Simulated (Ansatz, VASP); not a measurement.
**BeTe in VASP and in Ansatz**

```
Te Be
1.0
     0.00000    2.71345    2.71345
     2.71345    0.00000    2.71345
     2.71345    2.71345    0.00000
Te Be
1 1
Cartesian
  4.0702 4.0702 4.0702
  0.0000 0.0000 0.0000
```

Alike in both runs: task single point; functional PBE exchange alone; k mesh 8 × 8 × 8; occupations fermi-dirac, width 0.05 eV; no spin polarisation.

```csv
,VASP,Ansatz
version,VASP 6.6.1,Ansatz 0.2.0
potentials or method,"VASP PAW PBE potentials, release 64 (Te, Be)",Ansatz PAW
plane-wave cutoff (eV),520,420
valence electrons in the cell,8,18
```

VASP gave:

```
gap on the k mesh at the Fermi level (eV) : 1.95
least direct gap on the mesh (eV)         : 3.58
pressure (GPa)                            : 18.8
```

Task: Which values does Ansatz return?

Result: gap on the k mesh at the Fermi level (eV): 1.97; least direct gap on the mesh (eV): 3.60; pressure (GPa): 18.5.

VASP's potentials were made for PBE, not for PBE exchange alone. VASP's potentials hold 8 valence electrons a cell and Ansatz's 18, so a difference there can come from the potentials and not from the codes.

Neither program's run includes spin-orbit coupling.
